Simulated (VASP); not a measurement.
A run of VASP 6.6.1 is set up as follows.

INCAR

```
PREC = Accurate ; ENCUT = 520
EDIFF = 1E-6 ; ISMEAR = -1
SIGMA = 0.05 ; LREAL = False
LASPH = True ; NELM = 150
ALGO = Normal ; ISIF = 2
LWAVE = False ; LCHARG = False
ISPIN = 2 ; MAGMOM = 0.5 -0.27 0 0
LORBIT = 11 ; NUPDOWN = 0.23
LMAXMIX = 4 ; NBANDS = 32
```

Contents of KPOINTS:

```
Automatic mesh
0
Gamma
  8 8 8
```

Contents of POSCAR:

```
CrCoPt2
1.0
    3.8190000000      0.0000000000      0.0000000000
    0.0000000000      3.8190000000      0.0000000000
    0.0000000000      0.0000000000      3.7460000000
Cr Co Pt
1 1 2
Direct
    0.0000000000      0.0000000000      0.0000000000
    0.5000000000      0.5000000000      0.0000000000
    0.0000000000      0.5000000000      0.5000000000
    0.5000000000      0.0000000000      0.5000000000
```

Potentials or basis: VASP PAW LDA potentials, release 64 (Cr_pv, Co, Pt).

The run is started by

```bash
$ cat potpaw_LDA.64/Cr_pv/POTCAR potpaw_LDA.64/Co/POTCAR potpaw_LDA.64/Pt/POTCAR > POTCAR
$ mpirun -np 1 vasp_std > vasp.out
```

Task: What does it give for the pressure?

Result: -20.4 GPa.

Stress tensor (GPa, compression positive):
```
-20.67   0.00   0.00
  0.00 -20.67   0.00
  0.00   0.00 -19.98
```

Caveat: the cell stands under tension; the total moment is fixed, so each spin has its own Fermi level.
